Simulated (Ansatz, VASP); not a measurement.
Ba in VASP and in Ansatz

File INCAR:

```
SYSTEM = Ba
  PREC = Accurate
  ENCUT = 520
  EDIFF = 1E-7
  ISMEAR = 0
  SIGMA = 0.15
  LREAL = .False.
  LASPH = .True.
  NELM = 60
  ALGO = Fast
  ISIF = 2
  LWAVE = .False.
  LCHARG = .True.
  GGA = PE
  LELF = .True.
  LVHAR = .True.
  NBANDS = 11
```

KPOINTS

```
Automatic mesh
0
Gamma
  14 14 14
  0 0 0
```

File POSCAR:

```
Ba
1.0
   -2.4781250000      2.4781250000      2.5000000000
    2.4781250000     -2.4781250000      2.5000000000
    2.5218750000      2.5218750000     -2.5000000000
Ba
1
Direct
    0.0000000000      0.0000000000      0.0000000000
```

Input for Ansatz:

```yaml
crystal:
  lattice:
    - [-2.478125, 2.478125, 2.5]
    - [2.478125, -2.478125, 2.5]
    - [2.521875, 2.521875, -2.5]
  atoms:
    - { symbol: Ba, position: [0.0, 0.0, 0.0] }
basis:
  ecutwfc: 420
kpoints:
  mp_grid: { grid: [14, 14, 14] }
hamiltonian:
  xc: pbe
scf:
  occupations: { method: gaussian, width: 0.15 }
output:
  forces: true
  stress: true
  eigenvalues: true
```

Change from the starting cell: strain +0.0175 x Voigt [0, 0, 0, 0, 0, 1], atoms carried along.

Alike in both runs: task single point; functional PBE; k mesh 14 × 14 × 14; occupations gaussian, width 0.15 eV; no spin polarisation.

|  | VASP | Ansatz |
| --- | --- | --- |
| version | VASP 6.6.1 | Ansatz 0.2.0 |
| potentials or method | VASP PAW PBE potentials, release 64 (Ba_sv), cutoff 520 eV | scalar-relativistic, plane waves, PAW |
| valence electrons in the cell | 10 | 10 |

Ansatz gave:

| Property | Result |
| --- | --- |
| gap on the k mesh at the Fermi level (eV) | none |
| pressure (GPa) | 0.1 |
| traceless stress, the component that is largest in VASP (GPa) | -0.18 |

Q: What did VASP give for the same quantities?

A: gap on the k mesh at the Fermi level (eV): none; pressure (GPa): 0.2; traceless stress, the component that is largest in VASP (GPa): -0.18.

A gap of «none» marks a metal or a gap that the smearing closes.

Spin-orbit coupling is off throughout.
